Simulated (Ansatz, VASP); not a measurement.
## LuAg3O3: VASP beside Ansatz

```
CELL_PARAMETERS angstrom
3.40137 0.00000 0.00000
-1.70068 2.94567 0.00000
0.00000 0.00000 11.49281
ATOMIC_POSITIONS crystal
Lu 0.00000 0.00000 0.00855
Ag 0.66667 0.33333 0.72699
Ag 0.33333 0.66667 0.28306
Ag 0.00000 0.00000 0.54956
O 0.66667 0.33333 0.91454
O 0.33333 0.66667 0.10071
O 0.33333 0.66667 0.46158
```

Alike in both runs: task single point; functional PBE; k mesh 6 × 6 × 2; occupations gaussian, width 0.2 eV; no spin polarisation.

```csv
,VASP,Ansatz
version,VASP 6.6.1,Ansatz 0.2.0
potentials or method,"VASP PAW PBE potentials, release 64 (Lu, Ag, O), cutoff 520 eV","scalar-relativistic, plane waves, PAW"
valence electrons in the cell,76,100
```

|  | VASP | Ansatz | Ansatz less VASP |
| --- | --- | --- | --- |
| gap on the k mesh at the Fermi level (eV) | none | none | - |
| pressure (GPa) | 0.3 | 0.0 | -0.29 |
| traceless stress, the component that is largest in VASP (GPa) | -0.27 | -0.13 | +0.139 |
| rms of the force components (eV/Å) | 0.032 | 0.020 | -0.0124 |

Atom by atom the forces differ by 0.026 eV/Å (rms over components). A gap of «none» marks a metal or a gap that the smearing closes. VASP's potentials hold 76 valence electrons a cell and Ansatz's 100, so a difference there can come from the potentials and not from the codes.

Neither program's run includes spin-orbit coupling.
